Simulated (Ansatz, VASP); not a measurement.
## FeSi: VASP beside Ansatz

```
CELL_PARAMETERS angstrom
4.34356 0.00000 0.00000
0.00000 4.34356 0.00000
0.00000 0.00000 4.34356
ATOMIC_POSITIONS crystal
Fe 0.13819 0.13819 0.13819
Fe 0.36181 0.86181 0.63819
Fe 0.63819 0.36181 0.86181
Fe 0.86181 0.63819 0.36181
Si 0.84188 0.84188 0.84188
Si 0.65812 0.15812 0.34188
Si 0.34188 0.65812 0.15812
Si 0.15812 0.34188 0.65812
```

Alike in both runs: functional r2SCAN; k mesh 8 × 8 × 8; occupations gaussian, width 0.05 eV; no spin polarisation.

Ansatz relaxed the structure, and its values are those at the end. VASP's run is a single point on that final structure, the one shown.

```csv
,VASP,Ansatz
version,VASP 6.6.1,Ansatz 0.2.0
potentials or method,"VASP PAW PBE potentials, release 64 (Fe, Si), cutoff 520 eV","scalar-relativistic, plane waves, PAW"
valence electrons in the cell,48,80
```

```tsv
	VASP	Ansatz	Ansatz less VASP
gap on the k mesh at the Fermi level (eV)	0.32	0.33	+0.010
least direct gap on the mesh (eV)	0.33	0.34	+0.009
pressure (GPa)	11.5	10.9	-0.56
rms of the force components (eV/Å)	0.018	0.002	-0.0160
```

VASP's potentials were made for PBE, not for r2SCAN. VASP's potentials hold 48 valence electrons a cell and Ansatz's 80, so a difference there can come from the potentials and not from the codes. Ansatz's warnings: stress scf threshold loose.
